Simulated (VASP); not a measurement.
Hf4O3: single point with PBE

Crystal: Hf4O3.

```
Hf O
1.0
     4.90877    0.00000    0.00000
     0.00000    4.90877    0.00000
     0.00000    0.00000    5.12730
Hf O
4 3
Direct
  0.24871 0.24871 0.24736
  0.75129 0.75129 0.24736
  0.75129 0.24871 0.75264
  0.24871 0.75129 0.75264
  0.00000 0.00000 0.00000
  0.00000 0.00000 0.50000
  0.50000 0.50000 0.00000
```

This cell differs from its parent crystal: volume scaled by 1.06, then relaxed in part.

| Property | Result |
| --- | --- |
| Program | VASP 6.6.1 |
| Task | single point |
| Functional | PBE |
| Potentials or basis | VASP PAW PBE potentials, release 64 (Hf_pv, O) |
| Cutoff | 520 eV |
| k mesh | 6 × 6 × 6 |
| Occupations | gaussian, width 0.1 eV |
| Spin | no spin polarisation |
| Dipole correction | no |
| Further INCAR settings | ALGO = Normal; EDIFF = 1e-06; NBANDS = 38 |

```
Pressure               : -9.1 GPa
Largest force          : 0.108 eV/Å
Band gap on the k mesh : zero (band 29 reaches 5.38 eV, above the bottom of band 30 at 4.55 eV)
```

Forces on the atoms (eV/Å):
```
Hf  -0.066 -0.066 -0.054
Hf   0.066  0.066 -0.054
Hf   0.066 -0.066  0.054
Hf  -0.066  0.066  0.054
O    0.000  0.000  0.000
O    0.000  0.000  0.000
O    0.000  0.000  0.000
```

Stress tensor (GPa, compression positive):
```
-9.05  0.00  0.00
 0.00 -9.05  0.00
 0.00  0.00 -9.22
```

Levels at points of the mesh, in eV from the Fermi level:
```csv
k point,band 25,band 26,band 27,band 28,band 29,band 30,band 31,band 32,band 33,band 34
"(0.00, 0.00, 0.00)",-4.48,-1.91,-1.65,-0.87,-0.25,-0.25,0.92,1.84,2.42,2.87
"(0.50, 0.00, 0.00)",-2.53,-2.20,-0.95,-0.51,-0.34,0.26,0.48,0.90,1.27,1.50
"(0.50, 0.50, 0.00)",-2.01,-2.01,-1.67,-0.07,-0.07,0.49,1.14,1.14,1.28,1.32
"(0.00, 0.00, 0.50)",-3.24,-2.99,-1.04,-0.72,-0.19,-0.02,-0.02,0.75,2.06,2.38
"(0.50, 0.00, 0.50)",-2.07,-1.94,-1.37,-1.33,-0.02,-0.01,0.78,1.00,1.25,1.48
"(0.50, 0.50, 0.50)",-2.24,-2.24,-1.21,0.40,0.58,0.65,0.65,1.24,1.76,1.76
```

Wall time 3.2 min on 1 thread of Intel(R) Xeon(R) Platinum 8259CL CPU @ 2.50GHz (Skylake/Cascade Lake) (shared host), peak memory 0.32 GiB.

Caveat: spin-orbit coupling is left out, which moves the levels of the heavy elements.
